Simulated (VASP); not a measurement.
Crystal: CuI.

```
Cu I
1.0
     4.12862    0.00000    0.00000
    -2.06431    3.57549    0.00000
     0.00000    0.00000    7.47811
Cu I
2 2
Cartesian
  2.0643 1.1918 4.4117
  0.0000 2.3837 3.0664
  0.0000 2.3837 5.6441
  2.0643 1.1918 1.8340
```

```yaml
Program: VASP 6.6.1
Task: relaxation of cell and atoms
Functional: PBE
Dispersion: D3(BJ)
Potentials_or_basis: VASP PAW PBE potentials, release 64 (Cu, I)
Cutoff: 600 eV
k_mesh: 6 × 6 × 4
Occupations: fermi-dirac, width 0.02 eV
Spin: no spin polarisation
```

At the start: pressure -0.8 GPa; volume 27.60 Å³/atom.

Question: Where does the relaxation end?

Answer: Over 35 steps the energy falls by 9.8 meV/atom and the volume is 25.53 Å³/atom (-7.5 %); space group P-3m1 (No. 164, to 0.05 Å).

Step by step:
```tsv
step	energy change (eV)	largest force (eV/Å)	pressure (GPa)	volume (Å³)
1	0.0000	0.1250	-0.83	110.39
2	-0.0103	0.2067	-0.12	108.12
3	-0.0114	0.2374	0.09	107.35
4	-0.0097	0.3001	0.71	105.82
5	-0.0115	0.2508	0.26	107.01
6	-0.0169	0.1294	0.03	106.49
7	-0.0182	0.0573	-0.12	106.09
8	-0.0238	0.0389	-0.18	105.49
9	-0.0355	0.0190	-0.13	103.68
10	-0.0228	0.1434	0.21	100.00
11	-0.0376	0.0507	-0.05	102.85
12	-0.0378	0.0615	-0.09	102.52
13	-0.0378	0.0644	-0.07	102.43
14	-0.0382	0.0490	0.11	101.97
15	-0.0383	0.0438	0.15	101.82
16	-0.0386	0.0375	-0.02	101.97
17	-0.0386	0.0460	-0.04	102.01
18	-0.0389	0.0282	0.03	102.00
19	-0.0390	0.0199	-0.02	102.00
20	-0.0390	0.0179	-0.01	102.00
21	-0.0390	0.0164	0.01	102.00
22	-0.0390	0.0139	-0.01	102.00
23	-0.0390	0.0160	0.01	102.00
24	-0.0390	0.0114	-0.05	102.03
25	-0.0390	0.0105	0.01	102.04
26	-0.0390	0.0070	-0.02	102.07
27	-0.0391	0.0010	-0.05	102.11
28	-0.0391	0.0068	0.02	102.06
29	-0.0391	0.0031	0.04	102.07
30	-0.0391	0.0021	0.08	102.09
31	-0.0391	0.0008	0.07	102.10
32	-0.0391	0.0008	0.05	102.10
33	-0.0391	0.0009	-0.06	102.10
34	-0.0391	0.0023	0.08	102.10
35	-0.0391	0.0010	0.01	102.10
```

Final structure:
```
Cu I
1.0
     4.07609    0.00000    0.00000
    -2.03804    3.52999    0.00000
     0.00000    0.00000    7.09618
Cu I
2 2
Direct
  0.66667 0.33333 0.59455
  0.33333 0.66667 0.40545
  0.33333 0.66667 0.77072
  0.66667 0.33333 0.22928
```
